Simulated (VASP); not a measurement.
A run of VASP 6.6.1 is set up as follows.

The input INCAR:

```
  ALGO = Normal
  EDIFF = 1E-7
  ENCUT = 520
  GGA = PE
  ISIF = 2
  ISMEAR = -1
  LASPH = T
  LCHARG = F
  LREAL = F
  LWAVE = F
  NBANDS = 11
  NELM = 60
  PREC = Accurate
  SIGMA = 0.05
```

The input KPOINTS:

```
k-points
0
Gamma
  9 9 9
```

File POSCAR:

```
MgO
1.0
    0.0000000000      2.1040000000      2.1040000000
    2.1040000000      0.0000000000      2.1040000000
    2.1040000000      2.1040000000      0.0000000000
Mg O
1 1
Direct
    0.0000000000      0.0000000000      0.0000000000
    0.5000000000      0.5000000000      0.5000000000
```

Potentials or basis: VASP PAW PBE potentials, release 64 (Mg, O).

The run is started by

```bash
$ cat potpaw_PBE.64/Mg/POTCAR potpaw_PBE.64/O/POTCAR > POTCAR
$ mpirun -np 1 vasp_std > vasp.out
```

**Question.** Estimate the pressure.

**Answer.** 4.5 GPa.

**Question.** Predict the band gap on the k mesh.

**Answer.** 4.75 eV, direct.
